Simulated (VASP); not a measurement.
# Ga2PN (I-42d) in VASP: single point with PBE

Aim: the single point of Ga2PN with PBE.

All numbers are computed with VASP 6.6.1; they aren't measurements. Logs are shortened: lines on timing, memory, paths and dates and some standing lists are left out, and cuts for length are marked.

**1. The cell of the first run**

Symmetry: I-42d, No. 122, tetragonal system. Conventional cell: a = 5.046 Å, b = 5.046 Å, c = 9.900 Å, α = 90.00°, β = 90.00°, γ = 90.00°. Within 2.7 Å of Ga (site symmetry 2) lie 2 N at 2.02 Å and 2 P at 2.35 Å. Within 3.1 Å of P (site symmetry -4) lie 4 Ga at 2.35 Å. N (site symmetry -4) has 4 Ga at 2.02 Å within 2.7 Å.

**2. Single point, PBE**

The input, INCAR:

```
SYSTEM = Ga2PN
PREC = Accurate
ENCUT = 520
EDIFF = 1E-7
ISMEAR = 0
SIGMA = 0.01
LREAL = .False.
LASPH = .True.
NELM = 100
ALGO = Normal
ISIF = 2
LWAVE = .False.
LCHARG = .True.
GGA = PE
LELF = .True.
LVHAR = .True.
NBANDS = 46
```

The input, KPOINTS:

```
Automatic mesh
0
Gamma
  8 8 8
  0 0 0
```

The input, POSCAR:

```
Ga2PN
1.0
   -2.5232029151      2.5232029151      4.9497996513
    2.5232029151     -2.5232029151      4.9497996513
    2.5232029151      2.5232029151     -4.9497996513
Ga P N
4 2 2
Direct
    0.5673436759      0.6250000000      0.4423436759
    0.1826563241      0.1250000000      0.5576563241
    0.8750000000      0.4326563241      0.0576563241
    0.3750000000      0.8173436759      0.9423436759
    0.0000000000      0.0000000000      0.0000000000
    0.7500000000      0.2500000000      0.5000000000
    0.5000000000      0.5000000000      0.0000000000
    0.2500000000      0.7500000000      0.5000000000
```

Potentials or basis: VASP PAW PBE potentials, release 64 (Ga_d, P, N).

Run with:

```sh
> cat potpaw_PBE.64/Ga_d/POTCAR potpaw_PBE.64/P/POTCAR potpaw_PBE.64/N/POTCAR > POTCAR
> mpirun -np 1 vasp_std > vasp.out
```

OUTCAR:

```text
SYSTEM = Ga2PN
   PREC = Accurate
   ENCUT = 520
   EDIFF = 1E-7
   ISMEAR = 0
   LREAL = .False.
   LASPH = .True.
   NELM = 100
   ISIF = 2
   GGA = PE

 ion  position               nearest neighbor table
   1  0.567  0.625  0.442-   7 2.02   8 2.02   6 2.35   5 2.35
   2  0.183  0.125  0.558-   7 2.02   8 2.02   6 2.35   5 2.35
   3  0.875  0.433  0.058-   8 2.02   7 2.02   5 2.35   6 2.35
   4  0.375  0.817  0.942-   7 2.02   8 2.02   5 2.35   6 2.35
   5  0.000  0.000  0.000-   2 2.35   3 2.35   4 2.35   1 2.35
   6  0.750  0.250  0.500-   3 2.35   1 2.35   2 2.35   4 2.35
   7  0.500  0.500  0.000-   2 2.02   1 2.02   3 2.02   4 2.02
   8  0.250  0.750  0.500-   3 2.02   2 2.02   1 2.02   4 2.02

  LATTYP: Found a body centered tetragonal cell.
 ALAT       =     5.0464058302
 C/A-ratio  =     1.9617128776

  Lattice vectors:

 A1 = (  -2.5232029151,   2.5232029151,   4.9497996513)
 A2 = (   2.5232029151,  -2.5232029151,   4.9497996513)
 A3 = (   2.5232029151,   2.5232029151,  -4.9497996513)

Analysis of symmetry for initial positions (statically):
=====================================================================
 Subroutine PRICEL returns:
 Original cell was already a primitive cell.

 Routine SETGRP: Setting up the symmetry group for a
 body centered tetragonal supercell.

 Subroutine GETGRP returns: Found  8 space group operations
 (whereof  4 operations were pure point group operations)
 out of a pool of 16 trial point group operations.

The static configuration has the point symmetry S_4 .
 The point group associated with its full space group is D_2d.

Analysis of symmetry for dynamics (positions and initial velocities):
=====================================================================
 Subroutine PRICEL returns:
 Original cell was already a primitive cell.

 Routine SETGRP: Setting up the symmetry group for a
 body centered tetragonal supercell.

 Subroutine GETGRP returns: Found  8 space group operations
 (whereof  4 operations were pure point group operations)
 out of a pool of 16 trial point group operations.

The dynamic configuration has the point symmetry S_4 .
 The point group associated with its full space group is D_2d.

 Subroutine INISYM returns: Found  8 space group operations
 (whereof  4 operations are pure point group operations),
 and found     1 'primitive' translations

----------------------------------------------------------------------------------------

                                     Primitive cell

  volume of cell :     126.0526

  direct lattice vectors                    reciprocal lattice vectors
    -2.523202915  2.523202915  4.949799651     0.000000000  0.198160836  0.101014190
     2.523202915 -2.523202915  4.949799651     0.198160836  0.000000000  0.101014190
     2.523202915  2.523202915 -4.949799651     0.198160836  0.198160836  0.000000000

  length of vectors
     6.101935962  6.101935962  6.101935962     0.222422084  0.222422084  0.280241742

  position of ions in fractional coordinates (direct lattice)
     0.567343676  0.625000000  0.442343676
     0.182656324  0.125000000  0.557656324
     0.875000000  0.432656324  0.057656324
     0.375000000  0.817343676  0.942343676
     0.000000000  0.000000000  0.000000000
     0.750000000  0.250000000  0.500000000
     0.500000000  0.500000000  0.000000000
     0.250000000  0.750000000  0.500000000

  ion indices of the primitive-cell ions
   primitive index   ion index
                 1           1
                 2           2
                 3           3
                 4           4
                 5           5
                 6           6
                 7           7
                 8           8

----------------------------------------------------------------------------------------

 KPOINTS: Automatic mesh

Automatic generation of k-mesh.
 Grid dimensions read from file:
 generate k-points for:    8    8    8

 Generating k-lattice:

  Cartesian coordinates                     Fractional coordinates (reciprocal lattice)
     0.000000000  0.024770105  0.012626774     0.125000000  0.000000000  0.000000000
     0.024770105  0.000000000  0.012626774     0.000000000  0.125000000  0.000000000
     0.024770105  0.024770105  0.000000000     0.000000000  0.000000000  0.125000000

  Length of vectors
     0.027802761  0.027802761  0.035030218

  Shift w.r.t. Gamma in fractional coordinates (k-lattice)
     0.000000000  0.000000000  0.000000000

 Subroutine IBZKPT returns following result:
 ===========================================

 Found     59 irreducible k-points:

 Following reciprocal coordinates:
            Coordinates               Weight
  0.000000  0.000000  0.000000      1.000000
  0.125000  0.000000 -0.000000      8.000000
  0.250000  0.000000 -0.000000      8.000000
  0.375000  0.000000 -0.000000      8.000000
  0.500000  0.000000 -0.000000      4.000000
  0.125000  0.125000 -0.000000      8.000000
[... 16 lines left out ...]
  0.250000  0.125000  0.125000     16.000000
  0.375000  0.125000  0.125000      8.000000
 [... further k-points ...]
   k-points           NKPTS =     59   k-points in BZ     NKDIM =     59   number of bands    NBANDS=     46
   number of dos      NEDOS =    301   number of ions     NIONS =      8
   total plane-waves  NPLWV = 110592
   dimension x,y,z NGX =    48 NGY =   48 NGZ =   48
   dimension x,y,z NGXF=    96 NGYF=   96 NGZF=   96
   ions per type =               4   2   2
   NGX,Y,Z   is equivalent  to a cutoff of  13.08, 13.08, 13.08 a.u.
   NGXF,Y,Z  is equivalent  to a cutoff of  26.15, 26.15, 26.15 a.u.
 SYSTEM =  Ga2PN
   PREC   = accura    normal or accurate (medium, high low for compatibility)
   ISTART =      0    job   : 0-new  1-cont  2-samecut
   ICHARG =      2    charge: 1-file 2-atom 10-const
   ISPIN  =      1    spin polarized calculation?
   LNONCOLLINEAR =      F non collinear calculations
   LSORBIT =      F    spin-orbit coupling
   LASPH  =      T    aspherical Exc in radial PAW
   ENCUT  =  520.0 eV  38.22 Ry    6.18 a.u.  11.35 11.35 11.35*2*pi/ulx,y,z
   NELM   =    100;   NELMIN=  2; NELMDL= -5     # of ELM steps
   EDIFF  = 0.1E-06   stopping-criterion for ELM
   LREAL  =      F    real-space projection
   EDIFFG = 0.1E-05   stopping-criterion for IOM
   NSW    =      0    number of steps for IOM
   IBRION =     -1    ionic relax: 0-MD 1-quasi-New 2-CG
   NFREE  =      0    steps in history (QN), initial steepest desc. (CG)
   ISIF   =      2    stress and relaxation
   ISYM   =      2    0-nonsym 1-usesym 2-fastsym
   POTIM  = 0.5000    time-step for ionic-motion
   TEBEG  =    0.0;   TEEND  =   0.0 temperature during run
   PSTRESS=    0.0 pullay stress
   NELECT =      72.0000    total number of electrons
   NUPDOWN=      -1.0000    fix difference up-down
   EMIN   =  10.00;   EMAX   =-10.00  energy-range for DOS
   EFERMI =   0.00;   METHOD = LEGACY
   ISMEAR =     0;   SIGMA  =   0.01  broadening in eV -4-tet -1-fermi 0-gaus
   EFERMI_NEDOS =   21; number of points for ismear=-14 and -15
   IALGO  =     38    algorithm
   IMIX   =      4    mixing-type and parameters
     AMIX     =   0.40;   BMIX     =  1.00
     AMIX_MAG =   1.60;   BMIX_MAG =  1.00
  volume/ion in A,a.u.               =      15.76       106.33
  Fermi-wavevector in a.u.,A,eV,Ry     =   1.358319  2.566850 25.103152  1.845030
  Thomas-Fermi vector in A             =   2.485162
   LORBIT       =      0    0 simple, 1 ext, 2 COOP (PROOUT), +10 PAW based schemes
   GGA     = PE    functional components
   LHFCALC =     F    Hartree Fock is set to
   AEXX    =    0.0000 exact exchange contribution
   IVDW    =     0    specifies the selected vdW correction
   LEPSILON=     F    determine dielectric tensor
   LRPA    =     F    only Hartree local field effects (RPA)
 non-spin polarized calculation
 Gauss-broadening in eV      SIGMA  =   0.01
  energy-cutoff  :      520.00
  volume of cell :      126.05
 maximum number of plane-waves:      3427
 NGX is ok and might be reduce to    48
   NGX = 23   NGY = 23   NGZ = 23

 number of electron      72.0000005 magnetization

 Free energy of the ion-electron system (eV)
  ---------------------------------------------------
  ext. energy  EPLUGINS =         0.00000000
  ---------------------------------------------------
  free energy    TOTEN  =       -41.48859773 eV

  energy without entropy =      -41.48859773  energy(sigma->0) =      -41.48859773

 E-fermi :   5.0274     XC(G=0): -10.6134

 val. band max:        4.9611950219   @ k =   0.0000   0.0000   0.0000
 cond. band min:       6.0938780256   @ k =   0.0000   0.0000   0.0000
 fundamental gap:      1.1326830037
 Fermi energy:         5.0273978622

 k-point     1 :       0.0000    0.0000    0.0000
  band No.  band energies     occupation
      1     -10.6201      2.00000
      2     -10.2542      2.00000
      3      -9.3554      2.00000
      4      -9.2480      2.00000
      5      -9.2344      2.00000
      6      -9.2344      2.00000
[... 38 lines left out ...]
     45      11.5597      0.00000
     46      11.5717      0.00000

 k-point     2 :       0.1250    0.0000   -0.0000
  band No.  band energies     occupation
      1     -10.6032      2.00000
      2     -10.2618      2.00000
      3      -9.3518      2.00000
      4      -9.2495      2.00000
      5      -9.2384      2.00000
      6      -9.2282      2.00000
[... 38 lines left out ...]
     45      11.5899      0.00000
     46      11.7483      0.00000

 k-point     3 :       0.2500    0.0000   -0.0000
  band No.  band energies     occupation
      1     -10.5604      2.00000
      2     -10.2828      2.00000
      3      -9.3403      2.00000
      4      -9.2608      2.00000
      5      -9.2384      2.00000
      6      -9.2147      2.00000
[... 1018 lines left out ...]
     45      11.7856      0.00000
     46      12.1483      0.00000

 k-point    24 :       0.3750    0.1250    0.1250
  band No.  band energies     occupation
      1     -10.4628      2.00000
      2     -10.3484      2.00000
      3      -9.3139      2.00000
      4      -9.2965      2.00000
      5      -9.2236      2.00000
      6      -9.2056      2.00000
[... 38 lines left out ...]
     45      11.7977      0.00000
     46      12.0520      0.00000

 [... further k-points ...]

------------------------ aborting loop because EDIFF is reached ----------------------------------------

  FORCE on cell =-STRESS in cart. coord.  units (eV):
  Direction    XX          YY          ZZ          XY          YZ          ZX
  --------------------------------------------------------------------------------------
  -------------------------------------------------------------------------------------
  Total        0.0165011      0.0165011      0.0411822      0.0000000     -0.0000000      0.0000000
  in kB        0.2097350      0.2097350      0.5234413      0.0000000     -0.0000000      0.0000000
  external PRESSURE =       0.3143038 kB  Pullay stress =       0.0000000 kB

 VOLUME and BASIS-vectors are now :
 -----------------------------------------------------------------------------
  energy-cutoff  :      520.00
  volume of cell :      126.05
      direct lattice vectors                 reciprocal lattice vectors
    -2.523202915  2.523202915  4.949799651     0.000000000  0.198160836  0.101014190
     2.523202915 -2.523202915  4.949799651     0.198160836  0.000000000  0.101014190
     2.523202915  2.523202915 -4.949799651     0.198160836  0.198160836  0.000000000

 POSITION                                       TOTAL-FORCE (eV/Angst)
 -----------------------------------------------------------------------------------
      1.26160      0.97064      3.71235        -0.000000      0.024271      0.000000
      1.26160      1.55256     -1.23745        -0.000000     -0.024271     -0.000000
     -0.97064      1.26160      6.18725        -0.024271      0.000000     -0.000000
      3.49385      1.26160      1.23745         0.024271      0.000000      0.000000
      0.00000      0.00000      0.00000        -0.000000      0.000000      0.000000
      0.00000      2.52320      2.47490        -0.000000      0.000000     -0.000000
      0.00000      0.00000      4.94980        -0.000000      0.000000     -0.000000
      2.52320      0.00000      2.47490        -0.000000      0.000000     -0.000000
 -----------------------------------------------------------------------------------
    total drift:                                0.000008      0.000008      0.000007

  FREE ENERGIE OF THE ION-ELECTRON SYSTEM (eV)
  ---------------------------------------------------
  free  energy   TOTEN  =       -41.4885977252 eV

  energy  without entropy=      -41.4885977252  energy(sigma->0) =      -41.48859773
```

It took 15 min on 1 thread of Intel Xeon Platinum 8259CL at 2.50GHz (Skylake/Cascade Lake), shared host; peak memory 0.49 GiB.

What came out:

```
Free energy            : -41.4886 eV
Pressure               : 0.0 GPa
Largest force          : 0.024 eV/Å
Band gap on the k mesh : 1.13 eV
```

Forces on the atoms (eV/Å):
```
Ga   0.000  0.024  0.000
Ga   0.000 -0.024  0.000
Ga  -0.024  0.000  0.000
Ga   0.024  0.000  0.000
P    0.000  0.000  0.000
P    0.000  0.000  0.000
N    0.000  0.000  0.000
N    0.000  0.000  0.000
```
